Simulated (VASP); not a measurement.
# SbC (Fm-3m) in VASP: notebook

Runs on SbC. Level: PBE. Tasks: single point, relaxation of cell and atoms.

Everything below comes from runs of VASP 6.6.1. Logs are shortened: lines on timing, memory, paths and dates and some standing lists are left out, and cuts for length are marked.

**1. The cell of the first run**

Symmetry: Fm-3m, No. 225, cubic system. Conventional cell: a = 4.895 Å, b = 4.895 Å, c = 4.895 Å, α = 90.00°, β = 90.00°, γ = 90.00°. Within 3.2 Å of Sb (site symmetry m-3m) lie 6 C at 2.45 Å. C (site symmetry m-3m) has 6 Sb at 2.45 Å within 3.2 Å.

**2. Single point, PBE**

File INCAR:

```
SYSTEM = SbC
ALGO = Normal
EDIFF = 1E-6
ENCUT = 520
GGA = PE
ISIF = 2
ISMEAR = 0
LASPH = .TRUE.
LCHARG = .TRUE.
LELF = .TRUE.
LREAL = .FALSE.
LVHAR = .TRUE.
LWAVE = .FALSE.
NBANDS = 12
NELM = 80
PREC = Accurate
SIGMA = 0.1
```

File KPOINTS:

```
k-points
0
G
  6 6 6
  0 0 0
```

File POSCAR:

```
SbC
1.0
    0.0000000000      2.4476351767      2.4476351767
    2.4476351767      0.0000000000      2.4476351767
    2.4476351767      2.4476351767      0.0000000000
Sb C
1 1
Direct
    0.0000000000      0.0000000000      0.0000000000
    0.5000000000      0.5000000000      0.5000000000
```

Potentials or basis: VASP PAW PBE potentials, release 64 (Sb, C).

Launch:

```bash
cat potpaw_PBE.64/Sb/POTCAR potpaw_PBE.64/C/POTCAR > POTCAR
mpirun -np 1 vasp_std > vasp.out
```

OUTCAR:

```text
SYSTEM = SbC
   EDIFF = 1E-6
   ENCUT = 520
   GGA = PE
   ISIF = 2
   ISMEAR = 0
   LASPH = .TRUE.
   LREAL = .FALSE.
   NELM = 80
   PREC = Accurate

 ion  position               nearest neighbor table
   1  0.000  0.000  0.000-   2 2.45   2 2.45   2 2.45   2 2.45   2 2.45   2 2.45
   2  0.500  0.500  0.500-   1 2.45   1 2.45   1 2.45   1 2.45   1 2.45   1 2.45

  LATTYP: Found a face centered cubic cell.
 ALAT       =     4.8952703534

  Lattice vectors:

 A1 = (   0.0000000000,   2.4476351767,   2.4476351767)
 A2 = (   2.4476351767,   0.0000000000,   2.4476351767)
 A3 = (   2.4476351767,   2.4476351767,   0.0000000000)

Analysis of symmetry for initial positions (statically):
=====================================================================
 Subroutine PRICEL returns:
 Original cell was already a primitive cell.

 Routine SETGRP: Setting up the symmetry group for a
 face centered cubic supercell.

 Subroutine GETGRP returns: Found 48 space group operations
 (whereof 48 operations were pure point group operations)
 out of a pool of 48 trial point group operations.

The static configuration has the point symmetry O_h .

Analysis of symmetry for dynamics (positions and initial velocities):
=====================================================================
 Subroutine PRICEL returns:
 Original cell was already a primitive cell.

 Routine SETGRP: Setting up the symmetry group for a
 face centered cubic supercell.

 Subroutine GETGRP returns: Found 48 space group operations
 (whereof 48 operations were pure point group operations)
 out of a pool of 48 trial point group operations.

The dynamic configuration has the point symmetry O_h .

 Subroutine INISYM returns: Found 48 space group operations
 (whereof 48 operations are pure point group operations),
 and found     1 'primitive' translations

----------------------------------------------------------------------------------------

                                     Primitive cell

  volume of cell :      29.3272

  direct lattice vectors                    reciprocal lattice vectors
     0.000000000  2.447635177  2.447635177    -0.204278810  0.204278810  0.204278810
     2.447635177  0.000000000  2.447635177     0.204278810 -0.204278810  0.204278810
     2.447635177  2.447635177  0.000000000     0.204278810  0.204278810 -0.204278810

  length of vectors
     3.461478863  3.461478863  3.461478863     0.353821277  0.353821277  0.353821277

[... 79 lines left out ...]
   POTIM  = 0.5000    time-step for ionic-motion
   TEBEG  =    0.0;   TEEND  =   0.0 temperature during run
   PSTRESS=    0.0 pullay stress
   NELECT =       9.0000    total number of electrons
   NUPDOWN=      -1.0000    fix difference up-down
   EMIN   =  10.00;   EMAX   =-10.00  energy-range for DOS
   EFERMI =   0.00;   METHOD = LEGACY
   ISMEAR =     0;   SIGMA  =   0.10  broadening in eV -4-tet -1-fermi 0-gaus
   EFERMI_NEDOS =   21; number of points for ismear=-14 and -15
   IALGO  =     38    algorithm
   IMIX   =      4    mixing-type and parameters
     AMIX     =   0.40;   BMIX     =  1.00
     AMIX_MAG =   1.60;   BMIX_MAG =  1.00
  volume/ion in A,a.u.               =      14.66        98.95
  Fermi-wavevector in a.u.,A,eV,Ry     =   1.104246  2.086721 16.590375  1.219358
  Thomas-Fermi vector in A             =   2.240716
   LORBIT       =      0    0 simple, 1 ext, 2 COOP (PROOUT), +10 PAW based schemes
   GGA     = PE    functional components
   LHFCALC =     F    Hartree Fock is set to
   AEXX    =    0.0000 exact exchange contribution
   IVDW    =     0    specifies the selected vdW correction
   LEPSILON=     F    determine dielectric tensor
   LRPA    =     F    only Hartree local field effects (RPA)
 non-spin polarized calculation
 Gauss-broadening in eV      SIGMA  =   0.10
  energy-cutoff  :      520.00
  volume of cell :       29.33
 maximum number of plane-waves:       805
 NGX is ok and might be reduce to    28
   NGX = 13   NGY = 13   NGZ = 13

 number of electron       9.0000000 magnetization

 Free energy of the ion-electron system (eV)
  ---------------------------------------------------
  ext. energy  EPLUGINS =         0.00000000
  ---------------------------------------------------
  free energy    TOTEN  =       -10.36626701 eV

  energy without entropy =      -10.36366317  energy(sigma->0) =      -10.36496509

 E-fermi :   9.9408     XC(G=0): -11.3924

 val. band max:        9.7353412211   @ k =   0.3333   0.1667   0.0000
 cond. band min:      10.0373897841   @ k =   0.5000   0.3333   0.1667
 fundamental gap:      0.3020485630
 Fermi energy:         9.9408150352

 k-point     1 :       0.0000    0.0000    0.0000
  band No.  band energies     occupation
      1      -5.5597      2.00000
      2       8.5472      2.00000
      3       8.6176      2.00000
      4       8.6176      2.00000
      5       8.6176      2.00000
      6      16.9814      0.00000
      7      16.9814      0.00000
      8      16.9814      0.00000
      9      18.2298      0.00000
     10      18.2298      0.00000
     11      18.2298      0.00000
     12      19.6603      0.00000
[... 211 lines left out ...]
 k-point    16 :      -0.3333    0.5000    0.1667
  band No.  band energies     occupation
      1      -0.4040      2.00000
      2       1.9309      2.00000
      3       3.0448      2.00000
      4       4.6893      2.00000
      5       9.4578      2.00000
      6      14.9578      0.00000
      7      15.1925      0.00000
      8      17.2619      0.00000
      9      18.9973      0.00000
     10      22.5543      0.00000
     11      25.8706      0.00000
     12      27.4469      0.00000

------------------------ aborting loop because EDIFF is reached ----------------------------------------

  FORCE on cell =-STRESS in cart. coord.  units (eV):
  Direction    XX          YY          ZZ          XY          YZ          ZX
  --------------------------------------------------------------------------------------
  -------------------------------------------------------------------------------------
  Total       -0.0796989     -0.0796989     -0.0796989      0.0000000     -0.0000000     -0.0000000
  in kB       -4.3540434     -4.3540434     -4.3540434      0.0000000     -0.0000000     -0.0000000
  external PRESSURE =      -4.3540434 kB  Pullay stress =       0.0000000 kB

 VOLUME and BASIS-vectors are now :
 -----------------------------------------------------------------------------
  energy-cutoff  :      520.00
  volume of cell :       29.33
      direct lattice vectors                 reciprocal lattice vectors
     0.000000000  2.447635177  2.447635177    -0.204278810  0.204278810  0.204278810
     2.447635177  0.000000000  2.447635177     0.204278810 -0.204278810  0.204278810
     2.447635177  2.447635177  0.000000000     0.204278810  0.204278810 -0.204278810

 POSITION                                       TOTAL-FORCE (eV/Angst)
 -----------------------------------------------------------------------------------
      0.00000      0.00000      0.00000         0.000000      0.000000      0.000000
      2.44764      2.44764      2.44764         0.000000     -0.000000     -0.000000
 -----------------------------------------------------------------------------------
    total drift:                                0.000000      0.000000      0.000000

  FREE ENERGIE OF THE ION-ELECTRON SYSTEM (eV)
  ---------------------------------------------------
  free  energy   TOTEN  =       -10.3662670093 eV

  energy  without entropy=      -10.3636631732  energy(sigma->0) =      -10.36496509
```

OSZICAR:

```text
N       E                     dE             d eps       ncg     rms          rms(c)
DAV:   1     0.188411382150E+02    0.18841E+02   -0.36726E+03   400   0.580E+02
DAV:   2    -0.997594794298E+01   -0.28817E+02   -0.27763E+02   532   0.110E+02
DAV:   3    -0.114350231878E+02   -0.14591E+01   -0.14548E+01   456   0.222E+01
DAV:   4    -0.114452229546E+02   -0.10200E-01   -0.10199E-01   480   0.225E+00
DAV:   5    -0.114452967591E+02   -0.73805E-04   -0.73802E-04   444   0.193E-01    0.617E+00
DAV:   6    -0.103612633649E+02    0.10840E+01   -0.69426E+00   408   0.991E+00    0.257E+00
DAV:   7    -0.103695201995E+02   -0.82568E-02   -0.21332E-01   428   0.273E+00    0.119E+00
DAV:   8    -0.103667854788E+02    0.27347E-02   -0.19153E-02   424   0.816E-01    0.254E-01
DAV:   9    -0.103662002994E+02    0.58518E-03   -0.40285E-03   440   0.277E-01    0.700E-02
DAV:  10    -0.103662743172E+02   -0.74018E-04   -0.38313E-04   472   0.119E-01    0.195E-02
DAV:  11    -0.103662679168E+02    0.64003E-05   -0.40924E-05   444   0.249E-02    0.397E-03
DAV:  12    -0.103662670093E+02    0.90749E-06   -0.17566E-06   428   0.831E-03
   1 F= -.10366267E+02 E0= -.10364965E+02  d E =-.260384E-02
```

stdout:

```text
POSCAR found type information on POSCAR SbC
 POSCAR found :  2 types and       2 ions
 scaLAPACK will be used
 LDA part: xc-table for (Slater+PW92), standard interpolation
 POSCAR, INCAR and KPOINTS ok, starting setup
 FFT: planning ... GRIDC
 FFT: planning ... GRID_SOFT
 FFT: planning ... GRID
 WAVECAR not read
 entering main loop
```

It took 5.5 s on 1 thread of Intel Xeon 6975P-C (Granite Rapids), shared host; peak memory 0.15 GiB.

What came out:

| Quantity | Value |
| --- | --- |
| Free energy | -10.3663 eV |
| Pressure | -0.4 GPa |

Caveat: the k points lie up to 0.37 Å⁻¹ apart; spin-orbit coupling is left out, which moves the levels of the heavy elements.

**3. Single point, PBE**

This run uses another cell than the first one, of 25.80 Å³/atom, 1.759 times its volume.

Edit INCAR of step 2 so:

```diff
@@ -2,3 +2,3 @@
 ALGO = Normal
-EDIFF = 1E-6
+EDIFF = 1E-7
 ENCUT = 520
@@ -14,3 +14,3 @@
 NBANDS = 12
-NELM = 80
+NELM = 100
 PREC = Accurate
```

KPOINTS is that of step 2.

File POSCAR:

```
SbC
1.0
    0.0000000000      2.9547543300      2.9547543300
    2.9547543300      0.0000000000      2.9547543300
    2.9547543300      2.9547543300      0.0000000000
Sb C
1 1
Direct
    0.0000000000      0.0000000000      0.0000000000
    0.5000000000      0.5000000000      0.5000000000
```

Potentials or basis: VASP PAW PBE potentials, release 64 (Sb, C).

Launch:

```bash
cat potpaw_PBE.64/Sb/POTCAR potpaw_PBE.64/C/POTCAR > POTCAR
mpirun -np 1 vasp_std > vasp.out
```

It took 7 s on 1 thread of Intel Xeon 6975P-C (Granite Rapids), shared host; peak memory 0.17 GiB.

It converged, with:

| Item | Value |
| --- | --- |
| Free energy | -8.0598 eV |
| Pressure | -18.8 GPa |

Levels at points of the mesh, in eV from the Fermi level:
```csv
k point,band 2,band 3,band 4,band 5,band 6,band 7,band 8,band 9
"(0.00, 0.00, 0.00)",-5.11,-0.36,-0.36,-0.36,3.70,3.70,3.70,7.87
"(0.50, 0.00, 0.00)",-8.54,0.20,0.20,0.20,1.11,1.32,1.32,8.12
"(0.50, 0.50, 0.00)",-6.87,-3.75,-1.86,-1.86,4.35,4.35,4.66,4.82
```

Caveat: spin-orbit coupling is left out, which moves the levels of the heavy elements.

**4. Relaxation of cell and atoms, PBE**

This run uses another cell than the first one, of 25.80 Å³/atom, 1.759 times its volume.

File INCAR:

```
SYSTEM = SbC
PREC = Accurate
ENCUT = 600
EDIFF = 1E-6
ISMEAR = 0
SIGMA = 0.1
LREAL = .FALSE.
LASPH = .TRUE.
NELM = 80
ALGO = Normal
ISIF = 3
LWAVE = .FALSE.
LCHARG = .FALSE.
GGA = PE
IBRION = 2
NSW = 90
EDIFFG = -0.04
```

File KPOINTS:

```
regular mesh
0
G
  6 6 6
  0 0 0
```

POSCAR is that of step 3.

Launch:

```bash
cat potpaw_PBE.64/Sb/POTCAR potpaw_PBE.64/C/POTCAR > POTCAR
mpirun -np 1 vasp_std > vasp.out
```

Wall time 16 s (1 thread of Intel Xeon 6975P-C (Granite Rapids), shared host); peak memory 0.22 GiB.

The run converged. Its results:

```
Free energy                            : -10.3740 eV
Relaxed volume                         : 14.57 Å³/atom
Relaxed cell                           : a = 3.454 Å, b = 3.454 Å, c = 3.454 Å, α = 60.00°, β = 60.00°, γ = 60.00°
Space group after relaxing (to 0.05 Å) : Fm-3m (No. 225)
Energy gained by relaxing              : 1157.2 meV/atom
Ionic steps                            : 3
Pressure after relaxing                : 0.4 GPa
```

The path:
```tsv
step	energy change (eV)	largest force (eV/Å)	pressure (GPa)	volume (Å³)
1	0.0000	0.0000	-18.85	51.59
2	-2.2149	0.0000	-10.18	32.09
3	-2.3143	0.0000	0.44	29.14
```

Final structure:
```xyz
2
Lattice="0.0000 2.4423 2.4423 2.4423 0.0000 2.4423 2.4423 2.4423 0.0000" Properties=species:S:1:pos:R:3 pbc="T T T"
Sb    0.0000    0.0000    0.0000
C     2.4423    2.4423    2.4423
```

Levels at points of the mesh, in eV from the Fermi level:
```
           k point  band 2  band 3  band 4  band 5  band 6  band 7
(0.00, 0.00, 0.00)   -1.35   -1.35   -1.35   -1.35    7.08    7.08
(0.50, 0.00, 0.00)  -10.78   -0.80   -0.80    1.19    2.25    2.25
(0.50, 0.50, 0.00)   -7.60   -5.68   -4.08   -4.08    3.53    8.11
```

Caveat: the volume moved by over 15 % at a fixed basis, so the end points are rough; spin-orbit coupling is left out, which moves the levels of the heavy elements.

**5. Single point, PBE**

File INCAR:

```
SYSTEM = SbC
  PREC = Accurate
  ENCUT = 520
  EDIFF = 1E-6
  ISMEAR = 0
  SIGMA = 0.1
  LREAL = .FALSE.
  LASPH = .TRUE.
  NELM = 100
  ALGO = Normal
  ISIF = 2
  LWAVE = .FALSE.
  LCHARG = .FALSE.
  GGA = PE
  NBANDS = 12
```

File KPOINTS:

```
Automatic mesh
0
G
  20 20 20
  0 0 0
```

File POSCAR:

```
SbC
1.0
    0.0000000000      2.4472060055      2.4472060055
    2.4472060055      0.0000000000      2.4472060055
    2.4472060055      2.4472060055      0.0000000000
Sb C
1 1
Direct
    0.0000000000      0.0000000000      0.0000000000
    0.5000000000      0.5000000000      0.5000000000
```

Launch:

```bash
cat potpaw_PBE.64/Sb/POTCAR potpaw_PBE.64/C/POTCAR > POTCAR
mpirun -np 1 vasp_std > vasp.out
```

It took 47 s on 1 thread of Intel Xeon 6975P-C (Granite Rapids), shared host; peak memory 0.22 GiB.

The run converged. Its results:

- Free energy: -10.4187 eV
- Pressure: -0.3 GPa

Levels at points of the mesh, in eV from the Fermi level:
```csv
k point,band 2,band 3,band 4,band 5,band 6,band 7,band 8,band 9
"(0.00, 0.00, 0.00)",-1.78,-1.71,-1.71,-1.71,6.63,6.63,6.63,7.88
"(0.50, 0.00, 0.00)",-11.14,-1.16,-1.16,0.79,1.83,1.83,3.14,9.60
"(0.50, 0.50, 0.00)",-7.94,-6.09,-4.43,-4.43,3.15,7.63,7.68,7.68
```

Caveat: spin-orbit coupling is left out, which moves the levels of the heavy elements.

**6. The runs side by side**

| task | cell | k mesh | cutoff (eV) | gap on the mesh (eV) | pressure (GPa) |
| --- | --- | --- | --- | --- | --- |
| single point | a = 3.461 Å, angles 60.0°, 2 atoms | 6 × 6 × 6 | 520 | none | -0.4 |
| single point | a = 4.179 Å, angles 60.0°, 2 atoms | 6 × 6 × 6 | 520 | none | -18.8 |
| relaxation of cell and atoms | relaxed from a = 4.179 Å, angles 60.0°, 2 atoms | 6 × 6 × 6 | 600 | none | 0.4 |
| single point | a = 3.461 Å, angles 60.0°, 2 atoms | 20 × 20 × 20 | 520 | none | -0.3 |

Alike in all rows: level PBE; potentials or basis VASP PAW PBE potentials, release 64 (Sb, C); no spin polarisation; smearing gaussian 0.1 eV.

Caveats: some runs use coarse meshes; spin-orbit coupling is left out, which moves the levels of the heavy elements; the volume moved by over 15 % at a fixed basis, so the end points are rough (some runs).

Total energies depend on the potentials used, so only differences within one code and one set of settings carry meaning.
